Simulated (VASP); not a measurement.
Set up this calculation in VASP 6.6.1, as the native input.

- Task: single point
- Functional: r2SCAN
- Potentials or basis: VASP PAW PBE potentials, release 64 (Nb_sv, H)
- Cutoff: 520 eV
- k mesh: 6 × 6 × 4
- Occupations: gaussian, width 0.1 eV
- Spin: no spin polarisation
- Dipole correction: no
- Further INCAR settings: ALGO = Normal; EDIFF = 1e-06; NBANDS = 22

The system is Nb2H3.

```
Nb H
1.0
     3.06645    0.00000    0.00000
    -1.53323    2.65563    0.00000
     0.00000    0.00000    5.37409
Nb H
2 3
Cartesian
  0.0000 1.7704 1.2575
  1.5332 0.8852 4.1166
  0.0000 0.0000 0.0000
  0.0000 1.7704 3.2627
  1.5332 0.8852 2.1114
```

These files were run (other wordings do the same):

POSCAR

```
Nb2H3
1.0
    3.0664521029      0.0000000000      0.0000000000
   -1.5332260514      2.6556254206      0.0000000000
    0.0000000000      0.0000000000      5.3740917578
Nb H
2 3
Direct
    0.3333333333      0.6666666667      0.2339933897
    0.6666666667      0.3333333333      0.7660066103
    0.0000000000      0.0000000000      0.0000000000
    0.3333333333      0.6666666667      0.6071193069
    0.6666666667      0.3333333333      0.3928806931
```

INCAR.step1

```
PREC     = Accurate       # precision mode
ENCUT    = 520            # plane-wave cutoff, eV
ISMEAR   = 0              # smearing method
SIGMA    = 0.1            # smearing width, eV
LREAL    = False          # projectors in reciprocal space
LASPH    = True           # aspherical terms in the spheres
NELM     = 100            # most SCF steps
NBANDS   = 22             # bands
GGA      = PE             # functional
ALGO     = Normal         # electronic algorithm
EDIFF    = 1E-4           # SCF threshold, eV
LWAVE    = True           # write WAVECAR
LCHARG   = False          # write CHGCAR
```

INCAR.step2

```
PREC     = Accurate       # precision mode
ENCUT    = 520            # plane-wave cutoff, eV
EDIFF    = 1E-6           # SCF threshold, eV
ISMEAR   = 0              # smearing method
SIGMA    = 0.1            # smearing width, eV
LREAL    = False          # projectors in reciprocal space
LASPH    = True           # aspherical terms in the spheres
NELM     = 100            # most SCF steps
ALGO     = Normal         # electronic algorithm
ISIF     = 2              # what is computed and relaxed
LWAVE    = False          # write WAVECAR
LCHARG   = True           # write CHGCAR
METAGGA  = R2SCAN         # meta-GGA
LMIXTAU  = True         
LELF     = True           # ELF
LVHAR    = True         
NBANDS   = 22             # bands
ISTART   = 1
```

KPOINTS

```
Automatic mesh
0
Gamma
  6 6 4
```

Potentials or basis: VASP PAW PBE potentials, release 64 (Nb_sv, H).

Run with:

```console
$ cat potpaw_PBE.64/Nb_sv/POTCAR potpaw_PBE.64/H/POTCAR > POTCAR
$ cp INCAR.step1 INCAR
$ mpirun -np 1 vasp_std > vasp.out
$ cp INCAR.step2 INCAR
$ mpirun -np 1 vasp_std > vasp.out
```

Results of the run:

The pressure is -0.3 GPa. The largest force is 0.007 eV/Å. The band gap on the k mesh is zero (an odd number of electrons rules out a gap without spin polarisation).

Caveat: the k points lie up to 0.39 Å⁻¹ apart, too coarse for converged energies and pressures of a metal; the PAW data sets were made with another functional, which shifts forces and pressure a little.

Run time: 56 s on 1 thread of Intel(R) Xeon(R) 6975P-C (Granite Rapids), on a shared host, peak memory 0.17 GiB.
